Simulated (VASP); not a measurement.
Zr: relaxation of cell and atoms with PBE

Crystal: Zr.

```
CELL_PARAMETERS angstrom
5.08599 0.00000 0.00000
-2.54300 4.40460 0.00000
0.00000 0.00000 3.11771
ATOMIC_POSITIONS crystal
Zr 0.00000 0.00000 0.00000
Zr 0.33333 0.66667 0.50000
Zr 0.66667 0.33333 0.50000
```

This isn't the form of Zr at room conditions, which is hcp.

| Property | Result |
| --- | --- |
| Program | VASP 6.6.1 |
| Task | relaxation of cell and atoms |
| Functional | PBE |
| Potentials or basis | VASP PAW PBE potentials, release 64 (Zr_sv) |
| Cutoff | 600 eV |
| k mesh | 7 × 7 × 10 |
| Occupations | fermi-dirac, width 0.1 eV |
| Spin | no spin polarisation |
| Dipole correction | no |
| Further INCAR settings | ALGO = Normal; EDIFF = 1e-06; IBRION = 2; EDIFFG = -0.01; NSW = 80; ISIF = 3 |

| Property | Result |
| --- | --- |
| Relaxed volume | 23.13 Å³/atom |
| Relaxed cell | a = 5.048 Å, b = 5.048 Å, c = 3.145 Å, α = 90.00°, β = 90.00°, γ = 120.00° |
| Space group after relaxing (to 0.1 Å) | P6/mmm (No. 191) |
| Energy gained by relaxing | 2.1 meV/atom |
| Ionic steps | 5 |
| Pressure after relaxing | 0.0 GPa |
| Band gap on the k mesh | zero (bands 18 and 19 overlap by 0.44 eV) |

Step by step:
```csv
step,energy change (eV),largest force (eV/Å),pressure (GPa),volume (Å³)
1,0.0000,0.0000,-0.56,69.84
2,-0.0058,0.0000,0.53,69.02
3,-0.0061,0.0000,0.34,69.16
4,-0.0063,0.0000,-0.23,69.57
5,-0.0064,0.0000,0.00,69.40
```

Final structure:
```yaml
crystal:
  lattice:
    - [5.04796, 0.00000, 0.00000]
    - [-2.52398, 4.37166, 0.00000]
    - [0.00000, 0.00000, 3.14495]
  atoms:
    - { symbol: Zr, position: [0.00000, 0.00000, 0.00000] }
    - { symbol: Zr, position: [0.33333, 0.66667, 0.50000] }
    - { symbol: Zr, position: [0.66667, 0.33333, 0.50000] }
```

Levels at points of the mesh, in eV from the Fermi level:
```tsv
k point	band 14	band 15	band 16	band 17	band 18	band 19	band 20	band 21	band 22
(0.00, 0.00, 0.00)	-2.32	-0.48	-0.48	-0.44	-0.44	-0.18	0.84	1.64	1.64
(0.00, 0.00, 0.50)	-2.44	-2.12	-1.84	-1.84	-1.35	1.20	1.20	1.65	1.65
```

Wall time 13 min on 1 thread of Intel Xeon 8259CL, with other jobs on the host, peak memory 0.26 GiB.
